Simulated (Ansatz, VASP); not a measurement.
One calculation of K3OF, two programs

```
F O K
1.0
     5.05670    0.00000    0.00000
     0.00000    5.05670    0.00000
     0.00000    0.00000    5.05670
F O K
1 1 3
Direct
  0.00000 0.00000 0.00000
  0.50000 0.50000 0.50000
  0.50000 0.50000 0.00000
  0.50000 0.00000 0.50000
  0.00000 0.50000 0.50000
```

Alike in both runs: task single point; functional r2SCAN; k mesh 6 × 6 × 6; no spin polarisation.

|  | VASP | Ansatz |
| --- | --- | --- |
| version | VASP 6.6.1 | Ansatz 0.2.0 |
| potentials or method | VASP PAW PBE potentials, release 64 (F, O, K_sv) | plane waves, PAW |
| plane-wave cutoff (eV) | 520 | 500 |
| occupations | gaussian, width 0.01 eV | fixed |
| valence electrons in the cell | 40 | 40 |

VASP gave:

| Quantity | Value |
| --- | --- |
| gap on the k mesh at the Fermi level (eV) | 1.24 |
| pressure (GPa) | 0.1 |

Q: Estimate Ansatz's values.

A: gap on the k mesh at the Fermi level (eV): 1.25; pressure (GPa): 0.0.

VASP's potentials were made for PBE, not for r2SCAN.
